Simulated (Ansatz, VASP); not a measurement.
## Ga in VASP and in Ansatz

```
Ga
1.0
     0.00000    2.86869    2.86869
     2.86869    0.00000    2.86869
     2.86869    2.86869    0.00000
Ga
2
Direct
  0.50000 0.50000 0.50000
  0.75000 0.75000 0.75000
```

Alike in both runs: task single point; functional PBEsol; k mesh 6 × 6 × 6; occupations gaussian, width 0.1 eV; no spin polarisation.

|  | VASP | Ansatz |
| --- | --- | --- |
| version | VASP 6.6.1 | Ansatz 0.2.0 |
| potentials or method | VASP PAW PBE potentials, release 64 (Ga_d), cutoff 500 eV | scalar-relativistic, plane waves, PAW |
| valence electrons in the cell | 26 | 26 |

VASP gave:

* gap on the k mesh at the Fermi level (eV): none
* pressure (GPa): 0.4

Question: Which values does Ansatz return?

Answer: gap on the k mesh at the Fermi level (eV): none; pressure (GPa): 0.3.

VASP's potentials were made for PBE, not for PBEsol. A gap of «none» marks a metal or a gap that the smearing closes. With one functional, cell and mesh, what is left measures potentials, basis and numerics.
